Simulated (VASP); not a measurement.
# Sn in VASP: a series of runs, part 2 of 2

VASP 6.6.1.

**3. Single point, r2SCAN50**

POSCAR reads:

```
Sn
1.0
   -1.7265390000      1.7755470000      2.3383420000
    1.7265390000     -1.7755470000      2.3383420000
    1.7265390000      1.7755470000     -2.3383420000
Sn
1
Direct
    0.0000000000      0.0000000000      0.0000000000
```

INCAR.step1 reads:

```
PREC = Accurate
ENCUT = 440
EDIFF = 1E-5
ISMEAR = -1
SIGMA = 0.05
LREAL = False
LASPH = True
NELM = 120
ALGO = Normal
ISIF = 2
LWAVE = True
LCHARG = False
NBANDS = 13
GGA = PE
GGA_COMPAT = False
```

INCAR.step2 reads:

```
PREC = Accurate
ENCUT = 440
EDIFF = 1E-6
ISMEAR = -1
SIGMA = 0.05
LREAL = False
LASPH = True
NELM = 120
ALGO = Normal
ISIF = 2
LWAVE = False
LCHARG = False
METAGGA = R2SCAN
LHFCALC = True
AEXX = 0.5
LMIXTAU = True
PRECFOCK = Normal
NBANDS = 13
ISTART = 1
GGA_COMPAT = False
```

KPOINTS reads:

```
regular mesh
0
Gamma
  6 6 6
```

Potentials or basis: VASP PAW PBE potentials, release 64 (Sn_d).

Started as:

```bash
$ cat potpaw_PBE.64/Sn_d/POTCAR > POTCAR
$ cp INCAR.step1 INCAR
$ mpirun -np 1 vasp_std > vasp.out
$ cp INCAR.step2 INCAR
$ mpirun -np 1 vasp_std > vasp.out
```

OUTCAR:

```text
PREC = Accurate
   ENCUT = 440
   EDIFF = 1E-6
   ISMEAR = -1
   LREAL = False
   LASPH = True
   NELM = 120
   ISIF = 2
   METAGGA = R2SCAN
   LHFCALC = True
   AEXX = 0.5
   PRECFOCK = Normal
   ISTART = 1

 ion  position               nearest neighbor table
   1  0.000  0.000  0.000-

  LATTYP: Found a body centered orthorhombic cell.
 ALAT       =     3.4530780000
 B/A-ratio  =     1.0283851103
 C/A-ratio  =     1.3543522620

  Lattice vectors:

 A1 = (  -1.7265390000,   1.7755470000,   2.3383420000)
 A2 = (   1.7265390000,  -1.7755470000,   2.3383420000)
 A3 = (   1.7265390000,   1.7755470000,  -2.3383420000)

Analysis of symmetry for initial positions (statically):
=====================================================================
 Subroutine PRICEL returns:
 Original cell was already a primitive cell.

 Routine SETGRP: Setting up the symmetry group for a
 body centered orthorhombic supercell.

 Subroutine GETGRP returns: Found  8 space group operations
 (whereof  8 operations were pure point group operations)
 out of a pool of  8 trial point group operations.

The static configuration has the point symmetry D_2h.

Analysis of symmetry for dynamics (positions and initial velocities):
=====================================================================
 Subroutine PRICEL returns:
 Original cell was already a primitive cell.

 Routine SETGRP: Setting up the symmetry group for a
 body centered orthorhombic supercell.

 Subroutine GETGRP returns: Found  8 space group operations
 (whereof  8 operations were pure point group operations)
 out of a pool of  8 trial point group operations.

The dynamic configuration has the point symmetry D_2h.

[... 124 lines left out ...]
   ENCUT4O =  -1.0   cutoff for four orbital integrals eV
   NKREDX  =     1    reduce k-point grid by
   NKREDY  =     1    reduce k-point grid by
   NKREDZ  =     1    reduce k-point grid by
   AEXX    =    0.5000 exact exchange contribution
   HFSCREEN=    0.0000 screening length (either q_TF or 0.3 A-1)
   HFSCREENC=   0.0000 screening length for correlation (either q_TF or 0.3 A-1)
   ENCUTFOCK=  -1.0 apply spherical cutoff to Coloumb kernel
   IVDW    =     0    specifies the selected vdW correction
   LEPSILON=     F    determine dielectric tensor
   LRPA    =     F    only Hartree local field effects (RPA)
 non-spin polarized calculation
  energy-cutoff  :      440.00
  volume of cell :       28.67
 maximum number of plane-waves:       609
  NGX = 18; NGY = 18; NGZ = 18

 number of electron      13.9999998 magnetization

 Free energy of the ion-electron system (eV)
  ---------------------------------------------------
  ext. energy  EPLUGINS =         0.00000000
  ---------------------------------------------------
  free energy    TOTEN  =       -16.30954001 eV

  energy without entropy =      -16.30708457  energy(sigma->0) =      -16.30831229

 E-fermi :   7.4627     XC(G=0):  -6.1922

 val. band max:        7.4370825571   @ k =   0.5000   0.3333  -0.0000
 cond. band min:       8.2168844494   @ k =  -0.3333  -0.3333   0.1667
 fundamental gap:      0.7798018923
 Fermi energy:         7.4626541741

 k-point     1 :       0.0000    0.0000    0.0000
  band No.  band energies     occupation
      1     -19.8890      2.00000
      2     -19.8753      2.00000
      3     -19.8500      2.00000
      4     -19.8152      2.00000
      5     -19.7770      2.00000
      6      -7.2495      2.00000
      7      16.9921      0.00000
      8      17.1509      0.00000
      9      17.6793      0.00000
     10      20.5544      0.00000
     11      20.9986      0.00000
     12      21.5934      0.00000
     13      21.7789      0.00000
[... 354 lines left out ...]
  band No.  band energies     occupation
      1     -19.8756      2.00000
      2     -19.8485      2.00000
      3     -19.7908      2.00000
      4     -19.7823      2.00000
      5     -19.7322      2.00000
      6      -0.2259      2.00000
      7       2.8483      2.00000
      8       6.6409      2.00000
      9       9.8680      0.00000
     10      20.2530      0.00000
     11      22.2292      0.00000
     12      25.2469      0.00000
     13      25.8005      0.00000

 [... further k-points ...]

------------------------ aborting loop because EDIFF is reached ----------------------------------------

  FORCE on cell =-STRESS in cart. coord.  units (eV):
  Direction    XX          YY          ZZ          XY          YZ          ZX
  --------------------------------------------------------------------------------------
  -------------------------------------------------------------------------------------
  Total       -0.7560797      0.1736440     -0.7282099     -0.0000000      0.0000000      0.0000000
  in kB      -42.2475539      9.7027256    -40.6902691     -0.0000000      0.0000000      0.0000000
  external PRESSURE =     -24.4116992 kB  Pullay stress =       0.0000000 kB

 VOLUME and BASIS-vectors are now :
 -----------------------------------------------------------------------------
  energy-cutoff  :      440.00
  volume of cell :       28.67
      direct lattice vectors                 reciprocal lattice vectors
    -1.726539000  1.775547000  2.338342000     0.000000000  0.281603359  0.213826720
     1.726539000 -1.775547000  2.338342000     0.289596702  0.000000000  0.213826720
     1.726539000  1.775547000 -2.338342000     0.289596702  0.281603359  0.000000000

 POSITION                                       TOTAL-FORCE (eV/Angst)
 -----------------------------------------------------------------------------------
      0.00000      0.00000      0.00000         0.000000     -0.000000     -0.000000
 -----------------------------------------------------------------------------------
    total drift:                               -0.000000      0.000000     -0.000000

  FREE ENERGIE OF THE ION-ELECTRON SYSTEM (eV)
  ---------------------------------------------------
  free  energy   TOTEN  =       -16.3095400076 eV

  energy  without entropy=      -16.3070845722  energy(sigma->0) =      -16.30831229
```

OSZICAR.step1:

```text
N       E                     dE             d eps       ncg     rms          rms(c)
DAV:   1     0.746873477871E+02    0.74687E+02   -0.65443E+03  1239   0.141E+03
DAV:   2     0.152161661971E+01   -0.73166E+02   -0.71059E+02  1261   0.302E+02
DAV:   3    -0.358456526831E+01   -0.51062E+01   -0.50924E+01  1431   0.693E+01
DAV:   4    -0.368658579482E+01   -0.10202E+00   -0.10199E+00  1474   0.106E+01
DAV:   5    -0.369020003059E+01   -0.36142E-02   -0.36142E-02  1601   0.191E+00    0.117E+00
DAV:   6    -0.368274020920E+01    0.74598E-02   -0.83831E-03  1544   0.153E+00    0.649E-01
DAV:   7    -0.368039214476E+01    0.23481E-02   -0.55048E-03  1546   0.119E+00    0.865E-02
DAV:   8    -0.368030657480E+01    0.85570E-04   -0.58598E-04  1486   0.406E-01    0.220E-02
DAV:   9    -0.368030573919E+01    0.83561E-06   -0.85698E-06  1008   0.447E-02
   1 F= -.36803057E+01 E0= -.36741618E+01  d E =-.122878E-01
```

Wall time 60 min (1 thread of Intel Xeon 8259CL, shared host); peak memory 0.17 GiB.

What came out:

| Item | Value |
| --- | --- |
| Free energy | -16.3095 eV |
| Pressure | -2.4 GPa |
| Band gap on the k mesh | zero (bands 7 and 8 overlap by 12.77 eV) |

Caveat: the k points lie up to 0.38 Å⁻¹ apart, too coarse for converged energies and pressures of a metal; the PAW data sets were made with another functional, which shifts forces and pressure a little; spin-orbit coupling is left out, which moves the levels of the heavy elements.

**4. Single point, LDA, non-collinear spin, zero start, spin-orbit coupling**

INCAR reads:

```
SYSTEM = Sn
  PREC = Accurate
  ENCUT = 520
  EDIFF = 1E-6
  ISMEAR = -1
  SIGMA = 0.05
  LREAL = .False.
  LASPH = .True.
  NELM = 150
  ALGO = Fast
  ISIF = 2
  LWAVE = .False.
  LCHARG = .False.
  MAGMOM = 0 0 0
  LORBIT = 11
  LSORBIT = .True.
  GGA_COMPAT = .False.
  LORBMOM = .True.
  GGA = CA
  NBANDS = 25
```

KPOINTS reads:

```
Automatic mesh
0
Gamma
  8 8 8
  0 0 0
```

POSCAR is that of step 3.

Potentials or basis: VASP PAW LDA potentials, release 64 (Sn_d).

Started as:

```bash
$ cat potpaw_LDA.64/Sn_d/POTCAR > POTCAR
$ mpirun -np 1 vasp_ncl > vasp.out
```

Run time: 7 min. Hardware: 1 thread of Intel Xeon 8259CL, shared host; peak memory 0.26 GiB.

It converged, with:

* Free energy: -4.4679 eV
* Pressure: -4.9 GPa
* Net moment: 0.00 μB per cell
* Valence electrons inside the program's atomic spheres: Sn 12.14

Stress tensor (GPa, compression positive):
```
-4.85  0.00  0.00
 0.00 -4.33  0.00
 0.00  0.00 -5.55
```

Moments on the atoms (μB; x, y, z):
```
Sn  0.00 0.00 0.00
```

Caveat: the cell stands under tension.

**5. Single point, PBEsol, non-collinear spin, zero start, spin-orbit coupling**

INCAR reads:

```
SYSTEM = Sn
PREC = Accurate
ENCUT = 520
EDIFF = 1E-7
ISMEAR = -1
SIGMA = 0.05
LREAL = .False.
LASPH = .True.
NELM = 150
ALGO = Normal
ISIF = 2
LWAVE = .False.
LCHARG = .False.
MAGMOM = 0 0 0
LORBIT = 11
LSORBIT = .True.
GGA_COMPAT = .False.
LORBMOM = .True.
GGA = PS
NBANDS = 25
```

KPOINTS is that of step 4.

POSCAR is that of step 4.

Potentials or basis: VASP PAW PBE potentials, release 64 (Sn_d).

Started as:

```bash
$ cat potpaw_PBE.64/Sn_d/POTCAR > POTCAR
$ mpirun -np 1 vasp_ncl > vasp.out
```

OUTCAR:

```text
SYSTEM = Sn
   PREC = Accurate
   ENCUT = 520
   EDIFF = 1E-7
   ISMEAR = -1
   LREAL = .False.
   LASPH = .True.
   NELM = 150
   ISIF = 2
   LORBIT = 11
   LSORBIT = .True.
   GGA = PS

 ion  position               nearest neighbor table
   1  0.000  0.000  0.000-

  LATTYP: Found a body centered orthorhombic cell.
 ALAT       =     3.4530780000
 B/A-ratio  =     1.0283851103
 C/A-ratio  =     1.3543522620

  Lattice vectors:

 A1 = (  -1.7265390000,   1.7755470000,   2.3383420000)
 A2 = (   1.7265390000,  -1.7755470000,   2.3383420000)
 A3 = (   1.7265390000,   1.7755470000,  -2.3383420000)

Analysis of symmetry for initial positions (statically):
=====================================================================
[... 920 lines left out ...]
 ----------------------------------------
            0.000   0.000   0.000

 Spin-Orbit-Coupling matrix elements

 Ion:    1  E_soc:     -0.1083137
 l=   1
     0.0000000    -0.0118696    -0.0120683
    -0.0118696     0.0000000    -0.0117372
    -0.0120683    -0.0117372     0.0000000
 l=   2
     0.0000000    -0.0012321     0.0000000    -0.0012308    -0.0049207
    -0.0012321     0.0000000    -0.0036879    -0.0012387    -0.0012404
     0.0000000    -0.0036879     0.0000000    -0.0036906     0.0000000
    -0.0012308    -0.0012387    -0.0036906     0.0000000    -0.0012404
    -0.0049207    -0.0012404     0.0000000    -0.0012404     0.0000000
 l=   3
     0.0000000     0.0000000     0.0000000     0.0000000     0.0000000     0.0000000     0.0000000
     0.0000000     0.0000000     0.0000000     0.0000000     0.0000000     0.0000000     0.0000000
     0.0000000     0.0000000     0.0000000     0.0000000     0.0000000     0.0000000     0.0000000
     0.0000000     0.0000000     0.0000000     0.0000000     0.0000000     0.0000000     0.0000000
     0.0000000     0.0000000     0.0000000     0.0000000     0.0000000     0.0000000     0.0000000
     0.0000000     0.0000000     0.0000000     0.0000000     0.0000000     0.0000000     0.0000000
     0.0000000     0.0000000     0.0000000     0.0000000     0.0000000     0.0000000     0.0000000

 total charge

# of ion       s       p       d       tot
------------------------------------------
    1        1.300   0.845   9.967  12.113

 magnetization (x)

# of ion       s       p       d       tot
------------------------------------------
    1        0.000   0.000   0.000   0.000

 magnetization (y)

# of ion       s       p       d       tot
------------------------------------------
    1        0.000   0.000  -0.000  -0.000

 magnetization (z)

# of ion       s       p       d       tot
------------------------------------------
    1       -0.000  -0.000  -0.000  -0.000
```

OSZICAR:

```text
N       E                     dE             d eps       ncg     rms          rms(c)
DAV:   1     0.114112642976E+03    0.11411E+03   -0.67138E+03  5035   0.169E+03
DAV:   2     0.896806217831E+01   -0.10514E+03   -0.10163E+03  4830   0.413E+02
DAV:   3    -0.386098138716E+01   -0.12829E+02   -0.12719E+02  5500   0.122E+02
DAV:   4    -0.427913549037E+01   -0.41815E+00   -0.41776E+00  5773   0.238E+01
DAV:   5    -0.429454655309E+01   -0.15411E-01   -0.15410E-01  7116   0.434E+00    0.129E+00
DAV:   6    -0.428094144914E+01    0.13605E-01   -0.17255E-02  6693   0.230E+00    0.701E-01
DAV:   7    -0.427721472975E+01    0.37267E-02   -0.58702E-03  6735   0.124E+00    0.444E-01
DAV:   8    -0.427696303048E+01    0.25170E-03   -0.36681E-04  7213   0.200E-01    0.702E-02
DAV:   9    -0.427685870859E+01    0.10432E-03   -0.14493E-04  5979   0.233E-01    0.117E-02
DAV:  10    -0.427685962687E+01   -0.91827E-06   -0.25545E-06  6073   0.219E-02    0.353E-03
DAV:  11    -0.427685951061E+01    0.11626E-06   -0.62043E-08  4782   0.343E-03    0.486E-04
DAV:  12    -0.427685950702E+01    0.35880E-08   -0.80241E-09  3485   0.120E-03
   1 F= -.42768595E+01 E0= -.42746070E+01  d E =-.450492E-02  mag=     0.0000    -0.0000     0.0000
```

It took 6 min on 1 thread of Intel Xeon 8259CL, shared host; peak memory 0.3 GiB.

What came out:

```
Free energy                                           : -4.2769 eV
Pressure                                              : -3.8 GPa
Net moment                                            : 0.00 μB per cell
Valence electrons inside the program's atomic spheres : Sn 12.11
```

Moments on the atoms (μB; x, y, z):
```
Sn  0.00 0.00 0.00
```

Caveat: the cell stands under tension; the PAW data sets were made with another functional, which shifts forces and pressure a little.

**6. Single point, RPBE, non-collinear spin, typed start, spin-orbit coupling**

This run uses another cell than the first one, of the same volume but with other edges.

INCAR reads:

```
PREC     = Accurate       # precision mode
ENCUT    = 520            # plane-wave cutoff, eV
EDIFF    = 1E-6           # SCF threshold, eV
ISMEAR   = -1             # smearing method
SIGMA    = 0.01           # smearing width, eV
LREAL    = False          # projectors in reciprocal space
LASPH    = True           # aspherical terms in the spheres
NELM     = 150            # most SCF steps
ALGO     = Normal         # electronic algorithm
ISIF     = 2              # what is computed and relaxed
LWAVE    = False          # write WAVECAR
LCHARG   = False          # write CHGCAR
MAGMOM   = 0.5 0 0        # initial moments
LORBIT   = 11             # projections on sites
LSORBIT  = True           # spin-orbit coupling
GGA_COMPAT= False        
LORBMOM  = True         
GGA      = RP             # functional
NBANDS   = 25             # bands
```

KPOINTS reads:

```
Automatic mesh
0
Gamma
  7 7 8
  0.5 0.5 0.5
```

POSCAR reads:

```
Sn
1.0
   -1.8011070000      1.8450050000      2.3566860000
    1.7645400000     -1.7691920000      2.2721210000
    1.7313570000      1.7013690000     -2.2991200000
Sn
1
Direct
    0.0000000000      0.0000000000      0.0000000000
```

Potentials or basis: VASP PAW PBE potentials, release 64 (Sn_d).

Started as:

```bash
$ cat potpaw_PBE.64/Sn_d/POTCAR > POTCAR
$ mpirun -np 1 vasp_ncl > vasp.out
```

It took 6.8 min on 1 thread of Oxide Virtual Turin-like, shared host; peak memory 0.33 GiB.

The run converged. Its results:

| Item | Value |
| --- | --- |
| Free energy | -3.4802 eV |
| Pressure | 0.1 GPa |
| Net moment | 0.00 μB per cell |
| Valence electrons inside the program's atomic spheres | Sn 12.12 |

Stress tensor (GPa, compression positive):
```
 0.51 -0.47  0.15
-0.47  0.00  0.38
 0.15  0.38 -0.35
```

Moments on the atoms (μB; x, y, z):
```
Sn  0.00 0.00 0.00
```

Caveat: the PAW data sets were made with another functional, which shifts forces and pressure a little.

**7. The runs side by side**

```tsv
task	level	potentials or basis	spin	cell	k mesh	cutoff (eV)	smearing	grid for exact exchange (PRECFOCK)	share of exact exchange	gap on the mesh (eV)	pressure (GPa)	moment (μB)
relaxation of cell and atoms	r2SCAN	VASP PAW PBE potentials, release 64 (Sn_d)	off	relaxed to 30 GPa from a = 3.406 Å, angles 119.1, 117.2, 93.3°, 1 atom	11 × 11 × 11	600	fermi-dirac 0.05 eV	-	-	none	30.0	-
single point	r2SCAN50	VASP PAW PBE potentials, release 64 (Sn_d)	off	a = 3.406 Å, angles 119.1, 117.2, 93.3°, 1 atom	6 × 6 × 6	440	fermi-dirac 0.05 eV	Normal	0.5	none	-2.4	-
single point	LDA	VASP PAW LDA potentials, release 64 (Sn_d)	non-collinear, zero start, SOC	a = 3.406 Å, angles 119.1, 117.2, 93.3°, 1 atom	8 × 8 × 8	520	fermi-dirac 0.05 eV	-	-	-	-4.9	0.00
single point	PBEsol	VASP PAW PBE potentials, release 64 (Sn_d)	non-collinear, zero start, SOC	a = 3.406 Å, angles 119.1, 117.2, 93.3°, 1 atom	8 × 8 × 8	520	fermi-dirac 0.05 eV	-	-	-	-3.8	0.00
single point	RPBE	VASP PAW PBE potentials, release 64 (Sn_d)	non-collinear, typed start, SOC	a = 3.493, b = 3.377, c = 3.343 Å, angles 117.3, 117.5, 95.3°, 1 atom	7 × 7 × 8, shifted	520	fermi-dirac 0.01 eV	-	-	-	0.1	0.00
```

Caveats: some runs use coarse meshes; the PAW data sets were made with another functional, which shifts forces and pressure a little (at least some runs); spin-orbit coupling is left out, which moves the levels of the heavy elements (at least some runs); the cell stands under tension (at least some runs); the cell is relaxed towards a set pressure, so the run minimises the enthalpy, not the energy (at least some runs).

Absolute energies hang on the potentials; compare differences alone.
